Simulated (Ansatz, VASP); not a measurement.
**Two plane-wave programs on Ga4O**

```
CELL_PARAMETERS angstrom
4.46202 0.00000 0.00000
0.00000 4.46202 0.00000
0.00000 0.00000 4.46202
ATOMIC_POSITIONS crystal
Ga 0.00000 0.00000 0.00000
Ga 0.50000 0.50000 0.00000
Ga 0.50000 0.00000 0.50000
Ga 0.00000 0.50000 0.50000
O 0.50000 0.50000 0.50000
```

Change from the starting cell: species swapped into the Mn4N type (Pm-3m, No. 221).

Alike in both runs: functional PBE; k mesh 8 × 8 × 8; occupations gaussian, width 0.1 eV; no spin polarisation.

Ansatz relaxed the structure, and its values are those at the end. VASP's run is a single point on that final structure, the one shown.

|  | VASP | Ansatz |
| --- | --- | --- |
| version | VASP 6.6.1 | Ansatz 0.2.0 |
| potentials or method | VASP PAW PBE potentials, release 64 (Ga_d, O), cutoff 520 eV | scalar-relativistic, plane waves, PAW |
| valence electrons in the cell | 58 | 58 |

```tsv
	VASP	Ansatz	Ansatz less VASP
gap on the k mesh at the Fermi level (eV)	none	none	-
pressure (GPa)	0.2	0.0	-0.16
```

A gap of «none» marks a metal or a gap that the smearing closes.
